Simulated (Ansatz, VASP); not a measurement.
# Two plane-wave programs on B

The input POSCAR:

```
B
1.0
    0.0000000000      1.4270815038      1.4270815038
    1.4270815038      0.0000000000      1.4270815038
    1.4270815038      1.4270815038      0.0000000000
B
1
Direct
    0.0000000000      0.0000000000      0.0000000000
```

File INCAR.step1:

```
SYSTEM = B
PREC = Accurate ; ENCUT = 600
ISMEAR = 0 ; SIGMA = 0.1
LREAL = .FALSE. ; LASPH = .TRUE.
NELM = 60 ; GGA = PE
ALGO = Normal ; EDIFF = 1E-4
LWAVE = .TRUE. ; LCHARG = .FALSE.
```

The input INCAR.step2:

```
SYSTEM = B
PREC = Accurate ; ENCUT = 600
EDIFF = 1E-6 ; ISMEAR = 0
SIGMA = 0.1 ; LREAL = .FALSE.
LASPH = .TRUE. ; NELM = 60
ALGO = Normal ; ISIF = 3
LWAVE = .FALSE. ; LCHARG = .FALSE.
METAGGA = R2SCAN ; LMIXTAU = .TRUE.
IBRION = 2 ; NSW = 100
EDIFFG = -0.01 ; ISTART = 1
```

Contents of KPOINTS:

```
regular mesh
0
G
  32 32 32
  0 0 0
```

Input for Ansatz:

```yaml
crystal:
  lattice:
    - [0.0, 1.4270815038, 1.4270815038]
    - [1.4270815038, 0.0, 1.4270815038]
    - [1.4270815038, 1.4270815038, 0.0]
  atoms:
    - { symbol: B, position: [0.0, 0.0, 0.0] }
basis:
  ecutwfc: 500
kpoints:
  mp_grid: { grid: [32, 32, 32] }
hamiltonian:
  xc: r2scan
scf:
  occupations: { method: gaussian, width: 0.1 }
output:
  forces: true
  stress: true
  eigenvalues: true
relax:
  adjacent_minimum: "off"
  f_tol: 0.01
  max_steps: 80
  cell: { stress_tol: 0.05 }
```

Alike in both runs: task relaxation of cell and atoms; functional r2SCAN; k mesh 32 × 32 × 32; occupations gaussian, width 0.1 eV; no spin polarisation.

|  | VASP | Ansatz |
| --- | --- | --- |
| version | VASP 6.6.1 | Ansatz 0.2.0 |
| potentials or method | VASP PAW PBE potentials, release 64 (B), cutoff 600 eV | scalar-relativistic, plane waves, PAW |
| valence electrons in the cell | 3 | 3 |

|  | VASP | Ansatz | Ansatz less VASP |
| --- | --- | --- | --- |
| gap on the k mesh at the Fermi level, each at its own relaxed structure (eV) | none | none | - |
| relaxed volume (Å³/atom) | 5.81 | 5.82 | +0.007 |
| relaxed cell length with the largest relative difference (Å) | 2.018 | 2.019 | +0.0008 |

VASP's potentials were made for PBE, not for r2SCAN. A gap of «none» marks a metal or a gap that the smearing closes.

Noted on VASP's run: the relaxation stopped at its first step, so nothing moved.
